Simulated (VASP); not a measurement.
A run of VASP 6.6.1:

The input INCAR:

```
PREC = Accurate
ENCUT = 520
EDIFF = 1E-6
ISMEAR = -1
SIGMA = 0.02
LREAL = F
LASPH = T
NELM = 80
ALGO = Normal
ISIF = 2
LWAVE = F
LCHARG = F
GGA = CA
NBANDS = 24
```

KPOINTS

```
regular mesh
0
Gamma
  6 6 6
```

File POSCAR:

```
ScF3
1.0
    4.0257804966      0.0000000000      0.0000000000
    0.0000000000      4.0257804966      0.0000000000
    0.0000000000      0.0000000000      4.0257804966
Sc F
1 3
Direct
    0.0000000000      0.0000000000      0.0000000000
    0.5000000000      0.0000000000      0.0000000000
    0.0000000000      0.5000000000      0.0000000000
    0.0000000000      0.0000000000      0.5000000000
```

Potentials or basis: VASP PAW LDA potentials, release 64 (Sc_sv, F).

Command:

```bash
$ cat potpaw_LDA.64/Sc_sv/POTCAR potpaw_LDA.64/F/POTCAR > POTCAR
$ mpirun -np 1 vasp_std > vasp.out
```

Hardware: 1 thread of Intel(R) Xeon(R) Platinum 8175M CPU @ 2.50GHz (Skylake/Cascade Lake), with other jobs on the host.

Task: Estimate the wall time of this run.

Result: Run time: 38 s on 1 thread of Intel(R) Xeon(R) Platinum 8175M CPU @ 2.50GHz (Skylake/Cascade Lake), on a shared host, peak memory 0.15 GiB. Counts: scf iterations 15, k points 20.
